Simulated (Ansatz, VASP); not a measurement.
One calculation of NiO2, two programs

INCAR

```
PREC = Accurate ; ENCUT = 520
EDIFF = 1E-6 ; ISMEAR = 0
SIGMA = 0.05 ; LREAL = False
LASPH = True ; NELM = 60
ALGO = Normal ; ISIF = 2
LWAVE = False ; LCHARG = False
GGA = PS ; NBANDS = 18
```

Contents of KPOINTS:

```
regular mesh
0
Gamma
  12 12 6
```

Contents of POSCAR:

```
NiO2
1.0
    2.7478231521      0.0000000000      0.0000000000
   -1.3739115761      2.3796846548      0.0000000000
    0.0000000000      0.0000000000      5.1043562873
Ni O
1 2
Direct
    0.0000000000      0.0000000000      0.5000000000
    0.6666666667      0.3333333333      0.7002287663
    0.3333333333      0.6666666667      0.2997712337
```

Input for Ansatz:

```yaml
crystal:
  lattice:
    - [2.7478231521, 0.0, 0.0]
    - [-1.3739115761, 2.3796846548, 0.0]
    - [0.0, 0.0, 5.1043562873]
  atoms:
    - { symbol: Ni, position: [0.0, 0.0, 0.5] }
    - { symbol: O, position: [0.6666666667, 0.3333333333, 0.7002287663] }
    - { symbol: O, position: [0.3333333333, 0.6666666667, 0.2997712337] }
basis:
  ecutwfc: 520.0
kpoints:
  mp_grid: { grid: [12, 12, 6] }
hamiltonian:
  xc: pbesol
scf:
  occupations: { method: gaussian, width: 0.05 }
output:
  forces: true
  stress: true
  eigenvalues: true
```

Alike in both runs: task single point; functional PBEsol; k mesh 12 × 12 × 6; occupations gaussian, width 0.05 eV; no spin polarisation.

|  | VASP | Ansatz |
| --- | --- | --- |
| version | VASP 6.6.1 | Ansatz 0.2.0 |
| potentials or method | VASP PAW PBE potentials, release 64 (Ni, O), cutoff 520 eV | scalar-relativistic, plane waves, PAW |
| valence electrons in the cell | 22 | 30 |

VASP gave:

```
gap on the k mesh at the Fermi level (eV)                     : 1.07
least direct gap on the mesh (eV)                             : 1.20
pressure (GPa)                                                : -5.4
traceless stress, the component that is largest in VASP (GPa) : -6.83
rms of the force components (eV/Å)                            : 0.584
```

Q: What did Ansatz give for the same quantities?

A: gap on the k mesh at the Fermi level (eV): 1.09; least direct gap on the mesh (eV): 1.22; pressure (GPa): -6.1; traceless stress, the component that is largest in VASP (GPa): -6.77; rms of the force components (eV/Å): 0.621.

VASP's potentials were made for PBE, not for PBEsol. Atom by atom the forces differ by 0.037 eV/Å (rms over components). The functional is the same, so the differences come from potentials, cutoffs and numerics. VASP's potentials hold 22 valence electrons a cell and Ansatz's 30, so a difference there can come from the potentials and not from the codes.
